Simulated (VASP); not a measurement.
# CoO in VASP: notebook, part 2 of 2

VASP 6.6.1. The steps go on from the part before.

### Step 4. Electric field gradients, PBEsol, collinear spin, ferromagnetic start (equal xx and yy strain of +2 %)

Contents of INCAR:

```
SYSTEM = CoO
ALGO     = Normal         ! electronic algorithm
EDIFF    = 1E-8           ! SCF threshold, eV
ENCUT    = 520            ! plane-wave cutoff, eV
GGA      = PS             ! functional
GGA_COMPAT= .False.      
ISIF     = 2              ! what is computed and relaxed
ISMEAR   = -1             ! smearing method
ISPIN    = 2              ! spin polarisation
LASPH    = .True.         ! aspherical terms in the spheres
LCHARG   = .False.        ! write CHGCAR
LEFG     = .True.       
LMAXMIX  = 4              ! l up to which the mixer works
LORBIT   = 11             ! projections on sites
LREAL    = .False.        ! projectors in reciprocal space
LWAVE    = .False.        ! write WAVECAR
MAGMOM   = 2 0            ! initial moments
NBANDS   = 18             ! bands
NELM     = 200            ! most SCF steps
PREC     = Accurate       ! precision mode
SIGMA    = 0.05           ! smearing width, eV
```

Contents of KPOINTS:

```
k-points
0
Gamma
  16 16 16
  0 0 0
```

Contents of POSCAR:

```
CoO
1.0
    0.0000000000      2.1741300000      2.1315000000
    2.1741300000      0.0000000000      2.1315000000
    2.1741300000      2.1741300000      0.0000000000
Co O
1 1
Direct
    0.0000000000      0.0000000000      0.0000000000
    0.5000000000      0.5000000000      0.5000000000
```

Potentials or basis: VASP PAW PBE potentials, release 64 (Co, O).

Command:

```console
> cat potpaw_PBE.64/Co/POTCAR potpaw_PBE.64/O/POTCAR > POTCAR
> mpirun -np 1 vasp_std > vasp.out
```

OUTCAR:

```text
SYSTEM = CoO
   EDIFF = 1E-8
   ENCUT = 520
   GGA = PS
   ISIF = 2
   ISMEAR = -1
   ISPIN = 2
   LASPH = .True.
   LORBIT = 11
   LREAL = .False.
   NELM = 200
   PREC = Accurate

 ion  position               nearest neighbor table
   1  0.000  0.000  0.000-   2 2.13   2 2.13   2 2.17   2 2.17   2 2.17   2 2.17
   2  0.500  0.500  0.500-   1 2.13   1 2.13   1 2.17   1 2.17   1 2.17   1 2.17

  LATTYP: Found a body centered tetragonal cell.
 ALAT       =     3.0746841324
 C/A-ratio  =     1.3864838847

  Lattice vectors:

 A1 = (   0.0000000000,  -2.1741300000,  -2.1315000000)
 A2 = (   0.0000000000,   2.1741300000,  -2.1315000000)
 A3 = (   2.1741300000,   0.0000000000,   2.1315000000)

Analysis of symmetry for initial positions (statically):
=====================================================================
 Subroutine PRICEL returns:
 Original cell was already a primitive cell.

 Routine SETGRP: Setting up the symmetry group for a
 body centered tetragonal supercell.

 Subroutine GETGRP returns: Found 16 space group operations
 (whereof 16 operations were pure point group operations)
 out of a pool of 16 trial point group operations.

The static configuration has the point symmetry D_4h.

Analysis of symmetry for dynamics (positions and initial velocities):
=====================================================================
 Subroutine PRICEL returns:
 Original cell was already a primitive cell.

 Routine SETGRP: Setting up the symmetry group for a
 body centered tetragonal supercell.

 Subroutine GETGRP returns: Found 16 space group operations
 (whereof 16 operations were pure point group operations)
 out of a pool of 16 trial point group operations.

The dynamic configuration has the point symmetry D_4h.

Analysis of structural, dynamic, and magnetic symmetry:
=====================================================================
 Subroutine PRICEL returns:
 Original cell was already a primitive cell.

 Routine SETGRP: Setting up the symmetry group for a
 body centered tetragonal supercell.

 Subroutine GETGRP returns: Found 16 space group operations
 (whereof 16 operations were pure point group operations)
 out of a pool of 16 trial point group operations.

The overall configuration has the point symmetry D_4h.

 Subroutine INISYM returns: Found 16 space group operations
 (whereof 16 operations are pure point group operations),
 and found     1 'primitive' translations

----------------------------------------------------------------------------------------

                                     Primitive cell

  volume of cell :      20.1505

  direct lattice vectors                    reciprocal lattice vectors
     0.000000000  2.174130000  2.131500000    -0.229977048  0.229977048  0.234576589
     2.174130000  0.000000000  2.131500000     0.229977048 -0.229977048  0.234576589
     2.174130000  2.174130000  0.000000000     0.229977048  0.229977048 -0.234576589

  length of vectors
     3.044689394  3.044689394  3.074684132     0.401005064  0.401005064  0.401005064

  position of ions in fractional coordinates (direct lattice)
     0.000000000  0.000000000  0.000000000
     0.500000000  0.500000000  0.500000000
[... 102 lines left out ...]
   GGA     = PS    functional components
   LHFCALC =     F    Hartree Fock is set to
   AEXX    =    0.0000 exact exchange contribution
   IVDW    =     0    specifies the selected vdW correction
   LEPSILON=     F    determine dielectric tensor
   LRPA    =     F    only Hartree local field effects (RPA)
 spin polarized calculation
  energy-cutoff  :      520.00
  volume of cell :       20.15
 maximum number of plane-waves:       556
   NGX = 11   NGY = 11   NGZ = 11

 number of electron      15.0000002 magnetization       2.9822513

 Free energy of the ion-electron system (eV)
  ---------------------------------------------------
  ext. energy  EPLUGINS =         0.00000000
  ---------------------------------------------------
  free energy    TOTEN  =       -13.89006322 eV

  energy without entropy =      -13.85687643  energy(sigma->0) =      -13.87346983

 E-fermi :   7.2428     XC(G=0): -12.4217

 val. band max:        7.2420093699   @ k =   0.2500   0.0000   0.2500
 cond. band min:       7.2440485901   @ k =  -0.1875   0.3125   0.1875
 fundamental gap:      0.0020392202
 Fermi energy:         7.2427945296

 spin component 1

 k-point     1 :       0.0000    0.0000    0.0000
  band No.  band energies     occupation
      1     -12.6117      1.00000
      2       3.9659      1.00000
      3       3.9688      1.00000
      4       4.0935      1.00000
      5       4.0935      1.00000
      6       4.1491      1.00000
[... 493 lines left out ...]
     17      29.7150      0.00000
     18      32.6183      0.00000

 [... further k-points ...]

 spin component 2

 k-point     1 :       0.0000    0.0000    0.0000
  band No.  band energies     occupation
      1     -12.0557      1.00000
      2       4.7585      1.00000
      3       4.8463      1.00000
      4       4.8463      1.00000
      5       6.1996      1.00000
      6       6.1997      1.00000
[... 493 lines left out ...]
     17      30.5559      0.00000
     18      33.4320      0.00000

 [... further k-points ...]
[... 5 lines left out ...]
  --------------------------------------------------------------------------------------
  -------------------------------------------------------------------------------------
  Total       -2.1072487     -2.1072487     -2.0925924      0.0000000     -0.0000000     -0.0000000
  in kB     -167.5483022   -167.5483022   -166.3829745      0.0000000     -0.0000000     -0.0000000
  external PRESSURE =    -167.1598596 kB  Pullay stress =       0.0000000 kB

 VOLUME and BASIS-vectors are now :
 -----------------------------------------------------------------------------
  energy-cutoff  :      520.00
  volume of cell :       20.15
      direct lattice vectors                 reciprocal lattice vectors
     0.000000000  2.174130000  2.131500000    -0.229977048  0.229977048  0.234576589
     2.174130000  0.000000000  2.131500000     0.229977048 -0.229977048  0.234576589
     2.174130000  2.174130000  0.000000000     0.229977048  0.229977048 -0.234576589

 POSITION                                       TOTAL-FORCE (eV/Angst)
 -----------------------------------------------------------------------------------
      0.00000      0.00000      0.00000         0.000000      0.000000     -0.000000
      2.17413      2.17413      2.13150         0.000000      0.000000      0.000000
 -----------------------------------------------------------------------------------
    total drift:                                0.000000     -0.000000     -0.000000

  FREE ENERGIE OF THE ION-ELECTRON SYSTEM (eV)
  ---------------------------------------------------
  free  energy   TOTEN  =       -13.8900632241 eV

  energy  without entropy=      -13.8568764311  energy(sigma->0) =      -13.87346983

 Electric field gradients (V/A^2)
---------------------------------------------------------------------
 ion       V_xx      V_yy      V_zz      V_xy      V_xz      V_yz
---------------------------------------------------------------------
   1      -2.551    -2.551     5.102     0.000     0.001     0.001
   2      -0.517    -0.517     1.034    -0.001    -0.002    -0.002
---------------------------------------------------------------------

 Electric field gradients after diagonalization (V/A^2)
 (convention: |V_zz| > |V_xx| > |V_yy|)
----------------------------------------------------------------------
 ion       V_xx      V_yy      V_zz     asymmetry (V_yy - V_xx)/ V_zz
----------------------------------------------------------------------
   1      -2.551    -2.551     5.102       0.000
   2      -0.518    -0.516     1.035       0.002
----------------------------------------------------------------------

           NMR quadrupolar parameters

 Cq : quadrupolar parameter    Cq=e*Q*V_zz/h
 eta: asymmetry parameters     (V_yy - V_xx)/ V_zz
 Q  : nuclear electric quadrupole moment in mb (millibarn)
----------------------------------------------------------------------
 ion       Cq(MHz)       eta       Q (mb)
----------------------------------------------------------------------
   1       0.012       0.000       1.000
   2       0.003       0.002       1.000
----------------------------------------------------------------------

 total charge

# of ion       s       p       d       tot
------------------------------------------
    1        0.287   0.335   7.114   7.735
    2        1.551   3.380   0.000   4.931
--------------------------------------------------
tot          1.837   3.714   7.114  12.666

 magnetization (x)

# of ion       s       p       d       tot
------------------------------------------
    1        0.019   0.016   2.564   2.600
    2        0.028   0.298   0.000   0.325
--------------------------------------------------
tot          0.047   0.314   2.564   2.925
```

Run time: 3.7 min. Hardware: 1 thread of Intel Xeon Platinum 8488C (Sapphire Rapids), shared host; peak memory 0.3 GiB.

What came out:

```
Free energy                                           : -13.8901 eV
Pressure                                              : -16.7 GPa
Band gap on the k mesh                                : zero (filled and empty bands overlap)
Net moment                                            : 2.98 μB per cell
Site moments                                          : Co +2.60; O +0.33 μB
Valence electrons inside the program's atomic spheres : Co 7.74; O 4.93
```

Electric field gradients, principal values (V/Å²):
```csv
atom,least,middle,greatest (by size)
1 Co,-2.551,-2.551,5.102
2 O,-0.516,-0.518,1.035
```

Caveat: the cell differs from its parent crystal (equal xx and yy strain of +2 %); without QUAD_EFG the Cq values of the log hold for a quadrupole moment of 1 mb, not for the nuclei; the PAW data sets were made with another functional, which shifts forces and pressure a little; a cell with one magnetic atom can't hold antiferromagnetic order, which such compounds often take; semilocal functionals often make such compounds metallic where correlation or magnetic order opens a gap, which also shifts bond lengths.

### Step 5. Overview

```tsv
cell	gap on the mesh (eV)	pressure (GPa)	moment (μB)
a = 2.953 Å, angles 60.0°, 2 atoms	none	-1.9	2.72
a = 3.060, b = 3.060, c = 3.014 Å, angles 60.5, 60.5, 59.0°, 2 atoms	none	-15.4	2.96
a = 3.045, b = 3.045, c = 3.075 Å, angles 59.7, 59.7, 60.7°, 2 atoms	none	-16.7	2.98
```

Alike in all rows: task electric field gradients; level PBEsol; potentials or basis VASP PAW PBE potentials, release 64 (Co, O); spin collinear, ferromagnetic start; k mesh 16 × 16 × 16; cutoff (eV) 520; smearing fermi-dirac 0.05 eV.

Caveats: the PAW data sets were made with another functional, which shifts forces and pressure a little; a cell with one magnetic atom can't hold antiferromagnetic order, which such compounds often take; semilocal functionals often make such compounds metallic where correlation or magnetic order opens a gap, which also shifts bond lengths.

Total energies depend on the potentials used, so only differences within one code and one set of settings carry meaning.
